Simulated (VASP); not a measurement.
ScGa2AsP2, 6 atoms in the cell. Symmetry: P6/mmm, No. 191, hexagonal system. Conventional cell: a = 4.594 Å, b = 4.594 Å, c = 10.366 Å, α = 90.00°, β = 90.00°, γ = 120.00°. Sc (site symmetry 6/mmm) has 6 P at 2.65 Å and 2 Ga at 2.81 Å within 3.5 Å. Ga (site symmetry 6mm) has 1 As at 2.37 Å and 1 Sc at 2.81 Å within 3.1 Å. P (site symmetry -6m2) has 3 Sc at 2.65 Å and 3 P at 2.65 Å within 3.5 Å. Within 3.1 Å of As (site symmetry 6/mmm) lie 2 Ga at 2.37 Å. The cell was built from a structure type or drawn by symmetry, and may not be a known phase.

| Property | Result |
| --- | --- |
| Program | VASP 6.6.1 |
| Task | single point |
| Functional | PBE |
| Potentials or basis | VASP PAW PBE potentials, release 64 (Sc_sv, Ga_d, P, As) |
| Cutoff | 520 eV |
| k mesh | 12 × 12 × 4 |
| Occupations | gaussian, width 0.1 eV |
| Spin | no spin polarisation |
| Dipole correction | no |
| Further INCAR settings | ALGO = Normal; EDIFF = 1e-07; NBANDS = 35 |

Potentials or basis: VASP PAW PBE potentials, release 64 (Sc_sv, Ga_d, P, As).

The run is started by

```sh
$ cat potpaw_PBE.64/Sc_sv/POTCAR potpaw_PBE.64/Ga_d/POTCAR potpaw_PBE.64/P/POTCAR potpaw_PBE.64/As/POTCAR > POTCAR
$ mpirun -np 1 vasp_std > vasp.out
```

Hardware: 1 thread of Intel(R) Xeon(R) 6975P-C (Granite Rapids), with other jobs on the host.

**Question.** How long does it take, and how much memory?

**Answer.** Wall time 3.2 min on 1 thread of Intel(R) Xeon(R) 6975P-C (Granite Rapids), on a shared host, peak memory 0.58 GiB. Counts: scf iterations 18, k points 57.
